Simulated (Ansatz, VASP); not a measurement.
# AlGa2N3 in VASP and in Ansatz

POSCAR

```
AlGa2N3
1.0
    3.1504248051      0.0000000000      0.0000000000
   -1.5752124025      2.7283479139      0.0000000000
    0.0000000000      0.0000000000      7.7184207117
Al Ga N
1 2 3
Direct
    0.0000000000      0.0000000000     -0.0002595816
    0.6666666667      0.3333333333      0.6691845296
    0.3333333333      0.6666666667      0.3310427079
    0.6666666667      0.3333333333      0.9230950450
    0.3333333333      0.6666666667      0.5830147739
    0.0000000000      0.0000000000      0.2439225251
```

The input INCAR.step1:

```
SYSTEM = AlGa2N3
PREC = Accurate
ENCUT = 520
ISMEAR = 0
SIGMA = 0.01
LREAL = .False.
LASPH = .True.
NELM = 60
NBANDS = 31
GGA = PE
ALGO = Normal
EDIFF = 1E-4
LWAVE = .True.
LCHARG = .False.
```

INCAR.step2

```
SYSTEM = AlGa2N3
PREC = Accurate
ENCUT = 520
EDIFF = 1E-6
ISMEAR = 0
SIGMA = 0.01
LREAL = .False.
LASPH = .True.
NELM = 60
ALGO = Normal
ISIF = 2
LWAVE = .False.
LCHARG = .False.
METAGGA = R2SCAN
LMIXTAU = .True.
NBANDS = 31
ISTART = 1
```

File KPOINTS:

```
Automatic mesh
0
Gamma
  12 12 4
  0 0 0
```

Input for Ansatz:

```yaml
crystal:
  lattice:
    - [3.1504248051, 0.0, 0.0]
    - [-1.5752124025, 2.7283479139, 0.0]
    - [0.0, 0.0, 7.7184207117]
  atoms:
    - { symbol: Al, position: [0.0, 0.0, -0.0002595816] }
    - { symbol: Ga, position: [0.6666666667, 0.3333333333, 0.6691845296] }
    - { symbol: Ga, position: [0.3333333333, 0.6666666667, 0.3310427079] }
    - { symbol: "N", position: [0.6666666667, 0.3333333333, 0.923095045] }
    - { symbol: "N", position: [0.3333333333, 0.6666666667, 0.5830147739] }
    - { symbol: "N", position: [0.0, 0.0, 0.2439225251] }
kpoints:
  mp_grid: { grid: [12, 12, 4] }
  band_path:
    path:
      - [0.0, 0.0, 0.0]
      - [0.5, 0.0, 0.0]
      - [0.3333333333, 0.3333333333, 0.0]
      - [0.0, 0.0, 0.5]
      - [0.5, 0.0, 0.5]
      - [0.3333333333, 0.3333333333, 0.5]
    npoints: 1
hamiltonian:
  xc: r2scan
scf:
  occupations: { method: fixed }
  n_extra_bands: 5
output:
  forces: true
  stress: true
  eigenvalues: true
```

Alike in both runs: task single point; functional r2SCAN; k mesh 12 × 12 × 4; no spin polarisation.

|  | VASP | Ansatz |
| --- | --- | --- |
| version | VASP 6.6.1 | Ansatz 0.2.0 |
| potentials or method | VASP PAW PBE potentials, release 64 (Al, Ga_d, N) | plane waves, PAW |
| plane-wave cutoff (eV) | 520 | 500 |
| occupations | gaussian, width 0.01 eV | fixed |
| valence electrons in the cell | 44 | 44 |

```csv
,VASP,Ansatz,Ansatz less VASP
gap on the k mesh at the Fermi level (eV),2.81,2.81,+0.002
pressure (GPa),0.7,0.0,-0.66
rms of the force components (eV/Å),0.024,0.001,-0.0236
```

VASP's potentials were made for PBE, not for r2SCAN. Atom by atom the forces differ by 0.024 eV/Å (rms over components).
